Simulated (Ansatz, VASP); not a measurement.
# VCuP2O8: VASP beside Ansatz

```
CELL_PARAMETERS angstrom
4.85266 0.00000 0.00000
0.00000 5.91930 0.00000
-0.27463 0.00000 9.79092
ATOMIC_POSITIONS crystal
V 0.46664 0.75000 0.22053
V 0.53336 0.25000 0.77947
Cu 0.91431 0.25000 0.28353
Cu 0.08569 0.75000 0.71647
P 0.43017 0.25000 0.09483
P 0.90871 0.75000 0.40138
P 0.09129 0.25000 0.59862
P 0.56983 0.75000 0.90517
O 0.67135 0.75000 0.05678
O 0.74355 0.25000 0.10577
O 0.30477 0.03590 0.16684
O 0.30477 0.46410 0.16684
O 0.74477 0.94505 0.32382
O 0.74477 0.55495 0.32382
O 0.21662 0.75000 0.37040
O 0.14179 0.25000 0.44711
O 0.85821 0.75000 0.55289
O 0.78338 0.25000 0.62960
O 0.25523 0.05495 0.67618
O 0.25523 0.44505 0.67618
O 0.69523 0.53590 0.83316
O 0.69523 0.96410 0.83316
O 0.25644 0.75000 0.89423
O 0.32865 0.25000 0.94322
```

Alike in both runs: task electric field gradients; functional PBE; k mesh 7 × 6 × 4; occupations fermi-dirac, width 0.05 eV; no spin polarisation.

```csv
,VASP,Ansatz
version,VASP 6.6.1,Ansatz 0.2.0
potentials or method,"VASP PAW PBE potentials, release 64 (V_sv, Cu, P, O)","plane-wave PAW, scalar-relativistic"
plane-wave cutoff (eV),520,420
valence electrons in the cell,164,180
```

VASP gave:

```
pressure (GPa)                                                : 0.2
traceless stress, the component that is largest in VASP (GPa) : -0.53
rms of the force components (eV/Å)                            : 0.269
size of Vzz on the site where it differs most (V/Å²)          : 43.0
```

Problem. Which values does Ansatz return?

Solution. Pressure (GPa): 0.4; traceless stress, the component that is largest in VASP (GPa): -0.38; rms of the force components (eV/Å): 0.280; size of Vzz on the site where it differs most (V/Å²): 39.6.

Atom by atom the forces differ by 0.044 eV/Å (rms over components). VASP's potentials hold 164 valence electrons a cell and Ansatz's 180, so a difference there can come from the potentials and not from the codes.
